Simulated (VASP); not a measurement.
# WC (Qusongite) (P-6m2) in VASP: notebook, part 2 of 2

VASP 6.6.1. The steps go on from the part before.

### Step 4. Single point, PBE

This run uses another cell than the first one, of 10.52 Å³/atom, 1.031 times its volume.

INCAR reads:

```
PREC     = Accurate       # precision mode
ENCUT    = 520            # plane-wave cutoff, eV
EDIFF    = 1E-6           # SCF threshold, eV
ISMEAR   = 0              # smearing method
SIGMA    = 0.1            # smearing width, eV
LREAL    = F              # projectors in reciprocal space
LASPH    = T              # aspherical terms in the spheres
NELM     = 100            # most SCF steps
ALGO     = Normal         # electronic algorithm
ISIF     = 2              # what is computed and relaxed
LWAVE    = F              # write WAVECAR
LCHARG   = F              # write CHGCAR
GGA      = PE             # functional
NBANDS   = 16             # bands
```

KPOINTS reads:

```
Automatic mesh
0
Gamma
  18 18 14
```

POSCAR reads:

```
WC
1.0
    2.9216789205      0.0000000000      0.0000000000
   -1.4608394603      2.5302481669      0.0000000000
    0.0000000000      0.0000000000      2.8470525736
W C
1 1
Direct
    0.0000000000      0.0000000000      0.0000000000
    0.6666666667      0.3333333333      0.5000000000
```

Potentials or basis: VASP PAW PBE potentials, release 64 (W_sv, C).

Run with:

```sh
cat potpaw_PBE.64/W_sv/POTCAR potpaw_PBE.64/C/POTCAR > POTCAR
mpirun -np 1 vasp_std > vasp.out
```

OUTCAR:

```text
PREC = Accurate
   ENCUT = 520
   EDIFF = 1E-6
   ISMEAR = 0
   LREAL = F
   LASPH = T
   NELM = 100
   ISIF = 2
   GGA = PE

 ion  position               nearest neighbor table
   1  0.000  0.000  0.000-   2 2.21   2 2.21   2 2.21   2 2.21   2 2.21   2 2.21
   2  0.667  0.333  0.500-   1 2.21   1 2.21   1 2.21   1 2.21   1 2.21   1 2.21

  LATTYP: Found a hexagonal cell.
 ALAT       =     2.9216789205
 C/A-ratio  =     0.9744577180

  Lattice vectors:

 A1 = (   2.9216789205,   0.0000000000,   0.0000000000)
 A2 = (  -1.4608394603,   2.5302481669,   0.0000000000)
 A3 = (   0.0000000000,   0.0000000000,   2.8470525736)

Analysis of symmetry for initial positions (statically):
=====================================================================
 Subroutine PRICEL returns:
 Original cell was already a primitive cell.

 Routine SETGRP: Setting up the symmetry group for a
 hexagonal supercell.

 Subroutine GETGRP returns: Found 12 space group operations
[... 154 lines left out ...]
   NGX = 11   NGY = 11   NGZ = 11

 number of electron      18.0000000 magnetization

 Free energy of the ion-electron system (eV)
  ---------------------------------------------------
  ext. energy  EPLUGINS =         0.00000000
  ---------------------------------------------------
  free energy    TOTEN  =       -22.44989400 eV

  energy without entropy =      -22.44850177  energy(sigma->0) =      -22.44919788

 E-fermi :  10.8662     XC(G=0): -13.7212

 val. band max:       10.8574740697   @ k =   0.4444   0.0000   0.5000
 cond. band min:      10.8766566445   @ k =   0.4444   0.0556   0.4286
 fundamental gap:      0.0191825747
 Fermi energy:        10.8661630904

 k-point     1 :       0.0000    0.0000    0.0000
  band No.  band energies     occupation
      1     -63.1557      2.00000
      2     -27.1322      2.00000
      3     -27.0417      2.00000
      4     -27.0417      2.00000
      5      -3.4641      2.00000
      6       6.6475      2.00000
[... 433 lines left out ...]
      3     -27.2741      2.00000
      4     -27.0276      2.00000
      5      -0.1442      2.00000
      6       4.0760      2.00000
[... 8 lines left out ...]
     15      24.4804      0.00000
     16      28.2095      0.00000

 [... further k-points ...]
[... 5 lines left out ...]
  --------------------------------------------------------------------------------------
  -------------------------------------------------------------------------------------
  Total        0.1293125      0.1293125      0.1665881     -0.0000000      0.0000000      0.0000000
  in kB        9.8437353      9.8437353     12.6812924     -0.0000000      0.0000000      0.0000000
  external PRESSURE =      10.7895877 kB  Pullay stress =       0.0000000 kB

 VOLUME and BASIS-vectors are now :
 -----------------------------------------------------------------------------
  energy-cutoff  :      520.00
  volume of cell :       21.05
      direct lattice vectors                 reciprocal lattice vectors
     2.921678921  0.000000000  0.000000000     0.342268958  0.197609075  0.000000000
    -1.460839460  2.530248167  0.000000000     0.000000000  0.395218150  0.000000000
     0.000000000  0.000000000  2.847052574     0.000000000  0.000000000  0.351240440

 POSITION                                       TOTAL-FORCE (eV/Angst)
 -----------------------------------------------------------------------------------
      0.00000      0.00000      0.00000         0.000000      0.000000      0.000000
      1.46084      0.84342      1.42353        -0.000000     -0.000000      0.000000
 -----------------------------------------------------------------------------------
    total drift:                                0.000000     -0.000000      0.000000

  FREE ENERGIE OF THE ION-ELECTRON SYSTEM (eV)
  ---------------------------------------------------
  free  energy   TOTEN  =       -22.4498940000 eV

  energy  without entropy=      -22.4485017685  energy(sigma->0) =      -22.44919788
```

OSZICAR:

```text
N       E                     dE             d eps       ncg     rms          rms(c)
DAV:   1     0.110683970682E+03    0.11068E+03   -0.94071E+03  9504   0.125E+03
DAV:   2    -0.222451251423E+02   -0.13293E+03   -0.12847E+03 11208   0.337E+02
DAV:   3    -0.255136249854E+02   -0.32685E+01   -0.32576E+01 10624   0.503E+01
DAV:   4    -0.255308518433E+02   -0.17227E-01   -0.17226E-01 12128   0.411E+00
DAV:   5    -0.255309813055E+02   -0.12946E-03   -0.12946E-03 10616   0.338E-01    0.315E+01
DAV:   6    -0.225383953492E+02    0.29926E+01   -0.58368E+00 11504   0.259E+01    0.815E+00
DAV:   7    -0.224782788457E+02    0.60117E-01   -0.43683E-01  9904   0.508E+00    0.605E+00
DAV:   8    -0.224511286932E+02    0.27150E-01   -0.67261E-02 10648   0.223E+00    0.105E+00
DAV:   9    -0.224499631048E+02    0.11656E-02   -0.30735E-03 10384   0.442E-01    0.125E-01
DAV:  10    -0.224498953406E+02    0.67764E-04   -0.30822E-04 11480   0.197E-01    0.613E-02
DAV:  11    -0.224498947179E+02    0.62270E-06   -0.11671E-05 10656   0.312E-02    0.997E-03
DAV:  12    -0.224498940000E+02    0.71793E-06   -0.26034E-06 10344   0.150E-02
   1 F= -.22449894E+02 E0= -.22449198E+02  d E =-.139223E-02
```

Wall time 25 s (1 thread of Intel Xeon 6975P-C (Granite Rapids), shared host); peak memory 0.21 GiB.

Results:

| Item | Value |
| --- | --- |
| Free energy | -22.4499 eV |
| Pressure | 1.1 GPa |
| Band gap on the k mesh | zero (band 9 reaches 11.51 eV, above the bottom of band 10 at 10.31 eV) |

Stress tensor (GPa, compression positive):
```
0.98 0.00 0.00
0.00 0.98 0.00
0.00 0.00 1.27
```

Levels at points of the mesh, in eV from the Fermi level:
```
           k point  band 6  band 7  band 8  band 9  band 10  band 11  band 12  band 13
(0.00, 0.00, 0.00)   -4.22   -3.27   -3.27    0.11     3.18     3.18     5.56     5.56
(0.50, 0.00, 0.00)   -6.96   -3.53   -3.49   -0.46     2.32     4.45     4.79     6.79
(0.00, 0.00, 0.50)   -8.55   -1.98   -1.98   -0.56    -0.56     3.65     4.49     4.49
(0.50, 0.00, 0.50)   -6.36   -4.24   -4.14    0.27     4.34     5.22     6.52     9.05
```

Caveat: spin-orbit coupling is left out, which moves the levels of the heavy elements.

### Step 5. Overview

```tsv
task	cell	cutoff (eV)	gap on the mesh (eV)	pressure (GPa)
single point	a = 2.890, b = 2.890, c = 2.823 Å, angles 90.0, 90.0, 120.0°, 2 atoms	520	none	13.7
relaxation of shape and atoms at fixed volume	relaxed from a = 2.892, b = 2.892, c = 2.818 Å, angles 90.0, 90.0, 120.0°, 2 atoms	600	none	13.6
single point	a = 2.922, b = 2.922, c = 2.847 Å, angles 90.0, 90.0, 120.0°, 2 atoms	520	none	1.1
```

Alike in all rows: level PBE; potentials or basis VASP PAW PBE potentials, release 64 (W_sv, C); no spin polarisation; k mesh 18 × 18 × 14; smearing gaussian 0.1 eV.

Caveats: spin-orbit coupling is left out, which moves the levels of the heavy elements.

Total energies depend on the potentials used, so only differences within one code and one set of settings carry meaning.
